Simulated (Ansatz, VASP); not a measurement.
One calculation of InSe, two programs

```
In Se
1.0
     5.88845   -2.11368   -0.03813
     5.84735    1.99632   -0.07923
    -1.64265   -0.02724    4.33965
In Se
2 2
Direct
  0.88400 0.88400 0.00500
  0.11600 0.11600 0.99500
  0.66000 0.66000 0.64200
  0.34000 0.34000 0.35800
```

Change from the starting cell: equal xy, yz and zx shear strains of -2 %.

Alike in both runs: task single point; functional PBE; k mesh 7 × 7 × 6; occupations fermi-dirac, width 0.02 eV; no spin polarisation.

|  | VASP | Ansatz |
| --- | --- | --- |
| version | VASP 6.6.1 | Ansatz 0.2.0 |
| potentials or method | VASP PAW PBE potentials, release 64 (In_d, Se), cutoff 520 eV | all-electron LAPW, scalar-relativistic |

Ansatz gave:

```
gap on the k mesh at the Fermi level (eV)                     : 1.04
pressure (GPa)                                                : 3.2
traceless stress, the component that is largest in VASP (GPa) : 3.37
rms of the force components (eV/Å)                            : 0.466
```

Estimate VASP's values.

gap on the k mesh at the Fermi level (eV): 1.03; pressure (GPa): 3.2; traceless stress, the component that is largest in VASP (GPa): 3.39; rms of the force components (eV/Å): 0.468.

Atom by atom the forces differ by 0.007 eV/Å (rms over components). Ansatz ran all-electron here, and VASP with PAW potentials.
